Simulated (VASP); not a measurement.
Here is a VASP 6.6.1 calculation.

Contents of INCAR:

```
SYSTEM = Hf
ALGO = Fast
EDIFF = 1E-6
EDIFFG = -0.01
ENCUT = 600
GGA = PS
IBRION = 2
ISIF = 3
ISMEAR = -1
IVDW = 12
LASPH = .True.
LCHARG = .False.
LREAL = .False.
LWAVE = .False.
NELM = 100
NSW = 60
PREC = Accurate
SIGMA = 0.05
```

File KPOINTS:

```
k-points
0
Gamma
  10 10 10
  0 0 0
```

File POSCAR:

```
Hf
1.0
   -1.8050000000      1.8050000000      1.8050000000
    1.8050000000     -1.8050000000      1.8050000000
    1.8050000000      1.8050000000     -1.8050000000
Hf
1
Direct
    0.0000000000      0.0000000000      0.0000000000
```

Potentials or basis: VASP PAW PBE potentials, release 64 (Hf_pv).

Launch:

```sh
$ cat potpaw_PBE.64/Hf_pv/POTCAR > POTCAR
$ mpirun -np 1 vasp_std > vasp.out
```

Problem. Predict the relaxed cell.

Solution. a = 2.984 Å, b = 2.984 Å, c = 2.984 Å, α = 109.47°, β = 109.47°, γ = 109.47°.

Problem. What does it give for the relaxed volume?

Solution. 20.46 Å³/atom.

Problem. What does it give for the band gap on the k mesh?

Solution. Zero (band 5 reaches 6.60 eV, above the bottom of band 6 at 4.19 eV).

Step by step:
| step | energy change (eV) | largest force (eV/Å) | pressure (GPa) | volume (Å³) |
| --- | --- | --- | --- | --- |
| 1 | 0.0000 | 0.0000 | -12.38 | 23.52 |
| 2 | -0.0048 | 0.0000 | 17.87 | 17.86 |
| 3 | -0.1338 | 0.0000 | -0.07 | 20.46 |

Caveat: the PAW data sets were made with another functional, which shifts forces and pressure a little; spin-orbit coupling is left out, which moves the levels of the heavy elements; the volume moved by -13 % from the deposited cell, more than functionals usually miss; pairwise dispersion overbinds metals, which lowers pressure and volume.
